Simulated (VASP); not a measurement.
A run of VASP 6.6.1 is set up as follows.

The input INCAR:

```
PREC = Accurate ; ENCUT = 520
EDIFF = 1E-7 ; ISMEAR = 0
SIGMA = 0.1 ; LREAL = False
LASPH = True ; NELM = 60
ALGO = Normal ; ISIF = 2
LWAVE = False ; LCHARG = False
GGA = PE ; NBANDS = 30
```

The input KPOINTS:

```
regular mesh
0
Gamma
  4 4 4
```

Contents of POSCAR:

```
LiCl
1.0
   -2.0911575773      3.6391214876      0.0001034820
    0.0001134279     -0.0000125134      5.2817161290
    6.2676473686      3.6357433238      0.0001841629
Li Cl
4 4
Direct
    0.4988549510      0.2508981304      0.1664358880
   -0.0000709043      0.2469372107      0.6662795858
   -0.0000903848      0.7493181719      0.3335377406
    0.5012256878      0.7505679916      0.8336885394
    0.5005134575      0.7503254323      0.1671903766
    0.0020390201      0.7508131687      0.6672799460
   -0.0019209083      0.2505769272      0.3328800353
    0.4994490808      0.2505629671      0.8327078885
```

Potentials or basis: VASP PAW PBE potentials, release 64 (Li_sv, Cl).

Command:

```console
$ cat potpaw_PBE.64/Li_sv/POTCAR potpaw_PBE.64/Cl/POTCAR > POTCAR
$ mpirun -np 1 vasp_std > vasp.out
```

What does it give for the largest force?

0.009 eV/Å.

Predict the band gap on the k mesh.

5.59 eV.

Forces in eV/Å, atoms in the order of the input:
```
Li   0.000  0.004 -0.001
Li   0.003  0.007  0.004
Li   0.001 -0.003  0.000
Li  -0.003 -0.005 -0.003
Cl   0.001  0.000  0.002
Cl   0.000 -0.004 -0.001
Cl  -0.004  0.001 -0.001
Cl   0.002  0.002  0.000
```

 A hybrid or GW would open this gap; PBE tends to underestimate it.
